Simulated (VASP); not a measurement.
The system is LiF.

```
CELL_PARAMETERS angstrom
0.00000 2.04171 2.04171
2.04171 0.00000 2.04171
2.04171 2.04171 0.00000
ATOMIC_POSITIONS crystal
Li 0.00000 0.00000 0.00000
F 0.50000 0.50000 0.50000
```

| Quantity | Value |
| --- | --- |
| Program | VASP 6.6.1 |
| Task | relaxation of cell and atoms |
| Functional | PBEsol |
| Potentials or basis | VASP PAW PBE potentials, release 64 (Li_sv, F) |
| Cutoff | 600 eV |
| k mesh | 10 × 10 × 10 |
| Occupations | gaussian, width 0.02 eV |
| Spin | no spin polarisation |

At the start: pressure -4.1 GPa; volume 8.51 Å³/atom.

How do energy, volume and symmetry change on relaxing?

Over 4 steps the energy falls by 7.3 meV/atom and the volume is 7.98 Å³/atom (-6.3 %); space group Fm-3m (No. 225, to 0.1 Å) before and after.

Step by step:
| step | energy change (eV) | largest force (eV/Å) | pressure (GPa) | volume (Å³) |
| --- | --- | --- | --- | --- |
| 1 | 0.0000 | 0.0000 | -4.12 | 17.02 |
| 2 | -0.0108 | 0.0000 | -2.25 | 16.49 |
| 3 | -0.0146 | 0.0000 | -0.40 | 16.04 |
| 4 | -0.0147 | 0.0000 | -0.01 | 15.95 |

Final structure:
```
CELL_PARAMETERS angstrom
0.00000 1.99804 1.99804
1.99804 0.00000 1.99804
1.99804 1.99804 0.00000
ATOMIC_POSITIONS crystal
Li 0.00000 0.00000 0.00000
F 0.50000 0.50000 0.50000
```

Caveat: the cutoff is under 1.25 times the usual one of these potentials, so pressure, stress and relaxed cells hold a basis-set (Pulay) error; the PAW data sets were made with another functional, which shifts forces and pressure a little.
